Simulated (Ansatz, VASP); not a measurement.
One calculation of LiH, two programs

```
Li H
1.0
     0.00000    2.00922    2.00922
     2.00922    0.00000    2.00922
     2.00922    2.00922    0.00000
Li H
1 1
Cartesian
  0.0000 0.0000 0.0000
  2.0092 2.0092 2.0092
```

Change from the starting cell: volume scaled by 0.96.

Alike in both runs: task single point; functional PBEsol; k mesh 11 × 11 × 11; occupations fermi-dirac, width 0.05 eV; no spin polarisation.

```csv
,VASP,Ansatz
version,VASP 6.6.1,Ansatz 0.2.0
potentials or method,"VASP PAW PBE potentials, release 64 (Li_sv, H), cutoff 520 eV","all-electron LAPW, scalar-relativistic"
```

|  | VASP | Ansatz | Ansatz less VASP |
| --- | --- | --- | --- |
| gap on the k mesh at the Fermi level (eV) | 2.95 | 2.95 | +0.002 |
| least direct gap on the mesh (eV) | 2.95 | 2.95 | +0.002 |

VASP's potentials were made for PBE, not for PBEsol. Ansatz ran all-electron here, and VASP with PAW potentials.

Noted on VASP's run: the cutoff is short for stress, so the pressure is rough.
